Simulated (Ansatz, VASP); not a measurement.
# One calculation of Sn, two programs

File INCAR:

```
PREC = Accurate
ENCUT = 520
EDIFF = 1E-6
ISMEAR = 0
SIGMA = 0.15
LREAL = F
LASPH = T
NELM = 100
ALGO = Fast
ISIF = 2
LWAVE = F
LCHARG = F
GGA = PE
IVDW = 12
NBANDS = 13
```

File KPOINTS:

```
regular mesh
0
Gamma
  20 20 20
```

Contents of POSCAR:

```
Sn
1.0
   -1.6551308167      1.6551308167      2.4826962251
    1.6551308167     -1.6551308167      2.4826962251
    1.6551308167      1.6551308167     -2.4826962251
Sn
1
Direct
    0.0000000000      0.0000000000      0.0000000000
```

Input for Ansatz:

```yaml
crystal:
  lattice:
    - [-1.6551308167, 1.6551308167, 2.4826962251]
    - [1.6551308167, -1.6551308167, 2.4826962251]
    - [1.6551308167, 1.6551308167, -2.4826962251]
  atoms:
    - { symbol: Sn, position: [0.0, 0.0, 0.0] }
basis:
  ecutwfc: 420
kpoints:
  mp_grid: { grid: [20, 20, 20] }
hamiltonian:
  xc: pbe
  dispersion: d3bj
scf:
  occupations: { method: gaussian, width: 0.15 }
output:
  forces: true
  stress: true
  eigenvalues: true
```

Alike in both runs: task single point; functional PBE; dispersion D3(BJ); k mesh 20 × 20 × 20; occupations gaussian, width 0.15 eV; no spin polarisation.

|  | VASP | Ansatz |
| --- | --- | --- |
| version | VASP 6.6.1 | Ansatz 0.2.0 |
| potentials or method | VASP PAW PBE potentials, release 64 (Sn_d), cutoff 520 eV | scalar-relativistic, plane waves, PAW |
| valence electrons in the cell | 14 | 14 |

VASP gave:

* gap on the k mesh at the Fermi level (eV): none
* pressure (GPa): -0.8
* traceless stress, the component that is largest in VASP (GPa): -0.09

Task: Estimate Ansatz's values.

Result: gap on the k mesh at the Fermi level (eV): none; pressure (GPa): -0.8; traceless stress, the component that is largest in VASP (GPa): -0.08.

A gap of «none» marks a metal or a gap that the smearing closes.
